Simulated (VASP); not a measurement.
**Ba: single point with LDA**

The system is Ba.

```xyz
1
Lattice="0.0000 3.0031 3.0031 3.0031 0.0000 3.0031 3.0031 3.0031 0.0000" Properties=species:S:1:pos:R:3 pbc="T T T"
Ba    0.0000    0.0000    0.0000
```

This isn't the form of Ba at room conditions, which is bcc.

```json
{"Program": "VASP 6.6.1", "Task": "single point", "Functional": "LDA", "Potentials or basis": "VASP PAW LDA potentials, release 64 (Ba_sv)", "Cutoff": "520 eV", "k mesh": "5 × 5 × 5", "Occupations": "fermi-dirac, width 0.05 eV", "Spin": "non-collinear spin, zero start, spin-orbit coupling", "Starting moments": "[[0.0, 0.0, 0.0]] μB", "Dipole correction": "no", "Further INCAR settings": "ALGO = Normal; EDIFF = 1e-06; NBANDS = 21"}
```

```yaml
Pressure: 0.0 GPa
Net_moment: 0.00 μB per cell
Valence_electrons_inside_the_program's_atomic_spheres: Ba 7.95
```

Moments on the atoms (μB; x, y, z):
```
Ba  0.00 0.00 0.00
```

It took 9.7 s on 1 thread of Intel(R) Xeon(R) Platinum 8488C (Sapphire Rapids) (shared host), peak memory 0.23 GiB.

Caveat: the k points lie up to 0.36 Å⁻¹ apart.
